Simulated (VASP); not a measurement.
A run of VASP 6.6.1 is set up as follows.

INCAR

```
SYSTEM = FeO
ALGO = Normal ; EDIFF = 1E-6
ENCUT = 520 ; GGA = PE
ISIF = 2 ; ISMEAR = -1
ISPIN = 2 ; LASPH = .True.
LCHARG = .True. ; LELF = .True.
LMAXMIX = 4 ; LORBIT = 11
LREAL = .False. ; LVHAR = .True.
LWAVE = .False. ; MAGMOM = 3 0
NBANDS = 18 ; NELM = 150
PREC = Accurate ; SIGMA = 0.05
```

File KPOINTS:

```
k-points
0
Gamma
  10 10 10
  0 0 0
```

File POSCAR:

```
FeO
1.0
    0.0000000000      2.3332595778      2.3332595778
    2.3332595778      0.0000000000      2.3332595778
    2.3332595778      2.3332595778      0.0000000000
Fe O
1 1
Direct
    0.0000000000      0.0000000000      0.0000000000
    0.2500000000      0.2500000000      0.2500000000
```

Potentials or basis: VASP PAW PBE potentials, release 64 (Fe, O).

Command:

```bash
$ cat potpaw_PBE.64/Fe/POTCAR potpaw_PBE.64/O/POTCAR > POTCAR
$ mpirun -np 1 vasp_std > vasp.out
```

Task: What does it give for the band gap on the k mesh?

Result: Zero (filled and empty bands overlap).

Task: Predict the pressure.

Result: -5.4 GPa.

Task: Estimate the site moments.

Result: Fe +3.61; O +0.30 μB.

Caveat: a cell with one magnetic atom can't hold antiferromagnetic order, which such compounds often take; semilocal functionals often make such compounds metallic where correlation or magnetic order opens a gap, which also shifts bond lengths. With open d or f shells a metallic result of PBE can be an artefact of self-interaction; +U or a hybrid may open a gap.
